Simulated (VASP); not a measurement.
Set up this calculation in VASP 6.6.1, as the native input.

- Task: single point
- Functional: PBEsol
- Potentials or basis: VASP PAW PBE potentials, release 64 (Ga_d, P)
- Cutoff: 520 eV
- k mesh: 8 × 8 × 8
- Occupations: gaussian, width 0.01 eV
- Spin: no spin polarisation
- Dipole correction: no
- Further INCAR settings: ALGO = Normal; EDIFF = 1e-06; NBANDS = 16

The structure of GaP lies in POSCAR:

```
GaP
1.0
    2.7056678004      2.7056678004      0.0000000000
   -2.7056678004      2.7056678004      0.0000000000
    0.0000000000      2.7056678004      2.7274219134
Ga P
1 1
Direct
    0.0000000000      0.0000000000      0.0000000000
    0.7500000000      0.2500000000      0.5000000000
```

This cell differs from its parent crystal: in-plane strain -0.005.

These files were run (other wordings do the same):

INCAR

```
ALGO     = Normal         # electronic algorithm
EDIFF    = 1E-6           # SCF threshold, eV
ENCUT    = 520            # plane-wave cutoff, eV
GGA      = PS             # functional
ISIF     = 2              # what is computed and relaxed
ISMEAR   = 0              # smearing method
LASPH    = True           # aspherical terms in the spheres
LCHARG   = False          # write CHGCAR
LREAL    = False          # projectors in reciprocal space
LWAVE    = False          # write WAVECAR
NBANDS   = 16             # bands
NELM     = 100            # most SCF steps
PREC     = Accurate       # precision mode
SIGMA    = 0.01           # smearing width, eV
```

KPOINTS

```
k-points
0
Gamma
  8 8 8
```

Potentials or basis: VASP PAW PBE potentials, release 64 (Ga_d, P).

Run with:

```sh
$ cat potpaw_PBE.64/Ga_d/POTCAR potpaw_PBE.64/P/POTCAR > POTCAR
$ mpirun -np 1 vasp_std > vasp.out
```

It gave:

- Pressure: 0.5 GPa
- Band gap on the k mesh: 1.45 eV, indirect (least direct gap 1.85 eV)

Caveat: the cell differs from its parent crystal (in-plane strain -0.005); the PAW data sets were made with another functional, which shifts forces and pressure a little.

Run time: 13 s on 1 thread of Intel(R) Xeon(R) 6975P-C (Granite Rapids) (shared host), peak memory 0.18 GiB.
